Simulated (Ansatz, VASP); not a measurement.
Two plane-wave programs on WS2

Contents of INCAR:

```
SYSTEM = WS2
PREC = Accurate
ENCUT = 520
EDIFF = 1E-7
ISMEAR = 0
SIGMA = 0.05
LREAL = .FALSE.
LASPH = .TRUE.
NELM = 80
ALGO = Normal
ISIF = 2
LWAVE = .FALSE.
LCHARG = .FALSE.
GGA = PS
NBANDS = 35
```

File KPOINTS:

```
regular mesh
0
G
  12 12 2
  0 0 0
```

Contents of POSCAR:

```
WS2
1.0
    3.1006664108      0.0000000000      0.0000000000
   -1.5503332054      2.6852558805      0.0000000000
    0.0000000000      0.0000000000     26.2077627044
W S
2 4
Direct
    0.3333333333      0.6666666667      0.6345659624
    0.6666666667      0.3333333333      0.3654340376
    0.3333333333      0.6666666667      0.2989660749
    0.6666666667      0.3333333333      0.5680485953
    0.3333333333      0.6666666667      0.4319514047
    0.6666666667      0.3333333333      0.7010339251
```

Input for Ansatz:

```yaml
crystal:
  lattice:
    - [3.1006664108, 0.0, 0.0]
    - [-1.5503332054, 2.6852558805, 0.0]
    - [0.0, 0.0, 26.2077627044]
  atoms:
    - { symbol: W, position: [0.3333333333, 0.6666666667, 0.6345659624] }
    - { symbol: W, position: [0.6666666667, 0.3333333333, 0.3654340376] }
    - { symbol: S, position: [0.3333333333, 0.6666666667, 0.2989660749] }
    - { symbol: S, position: [0.6666666667, 0.3333333333, 0.5680485953] }
    - { symbol: S, position: [0.3333333333, 0.6666666667, 0.4319514047] }
    - { symbol: S, position: [0.6666666667, 0.3333333333, 0.7010339251] }
basis:
  ecutwfc: 420
kpoints:
  mp_grid: { grid: [12, 12, 2] }
hamiltonian:
  xc: pbesol
  pseudopotentials: { kind: paw, azcp: { folder: soft_1 } }
scf:
  occupations: { method: gaussian, width: 0.05 }
output:
  forces: true
  stress: true
  eigenvalues: true
```

Alike in both runs: task single point; functional PBEsol; k mesh 12 × 12 × 2; occupations gaussian, width 0.05 eV; no spin polarisation.

```csv
,VASP,Ansatz
version,VASP 6.6.1,Ansatz 0.2.0
potentials or method,"VASP PAW PBE potentials, release 64 (W_sv, S), cutoff 520 eV","scalar-relativistic, plane waves, PAW"
valence electrons in the cell,52,52
```

```tsv
	VASP	Ansatz	Ansatz less VASP
gap on the k mesh at the Fermi level (eV)	1.17	1.17	-0.002
least direct gap on the mesh (eV)	1.93	1.93	-0.004
rms of the force components (eV/Å)	1.235	1.241	+0.0069
```

VASP's potentials were made for PBE, not for PBEsol, and Ansatz warns of the same on its side. Atom by atom the forces differ by 0.007 eV/Å (rms over components). The functional is the same, so the differences come from potentials, cutoffs and numerics.

Spin-orbit coupling is off throughout.
